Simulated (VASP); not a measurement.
Input of a VASP 6.6.1 run:

INCAR

```
PREC     = Accurate       # precision mode
ENCUT    = 520            # plane-wave cutoff, eV
EDIFF    = 1E-6           # SCF threshold, eV
ISMEAR   = 0              # smearing method
SIGMA    = 0.01           # smearing width, eV
LREAL    = F              # projectors in reciprocal space
LASPH    = T              # aspherical terms in the spheres
NELM     = 60             # most SCF steps
ALGO     = Normal         # electronic algorithm
ISIF     = 2              # what is computed and relaxed
LWAVE    = F              # write WAVECAR
LCHARG   = T              # write CHGCAR
GGA      = PS             # functional
LELF     = T              # ELF
LVHAR    = T            
NBANDS   = 16             # bands
```

The input KPOINTS:

```
Automatic mesh
0
Gamma
  12 12 4
```

File POSCAR:

```
SiC
1.0
    3.1264351936      0.0000000000      0.0000000000
   -1.5632175968      2.7075721565      0.0000000000
    0.0000000000      0.0000000000      5.1307688092
Si C
2 2
Direct
    0.3333333333      0.6666666667      0.0000000000
    0.6666666667      0.3333333333      0.5000000000
    0.3333333333      0.6666666667      0.3850000000
    0.6666666667      0.3333333333      0.8850000000
```

Potentials or basis: VASP PAW PBE potentials, release 64 (Si, C).

Run with:

```console
$ cat potpaw_PBE.64/Si/POTCAR potpaw_PBE.64/C/POTCAR > POTCAR
$ mpirun -np 1 vasp_std > vasp.out
```

Task: Estimate the largest force.

Result: 0.676 eV/Å.

Task: Estimate the band gap on the k mesh.

Result: 2.25 eV, indirect (least direct gap 3.86 eV).

Stress tensor (GPa, compression positive):
```
 -8.28   0.00   0.00
  0.00  -8.28   0.00
  0.00   0.00 -11.40
```

Caveat: the PAW data sets were made with another functional, which shifts forces and pressure a little. As with any semilocal functional, this PBEsol gap is likely too small.
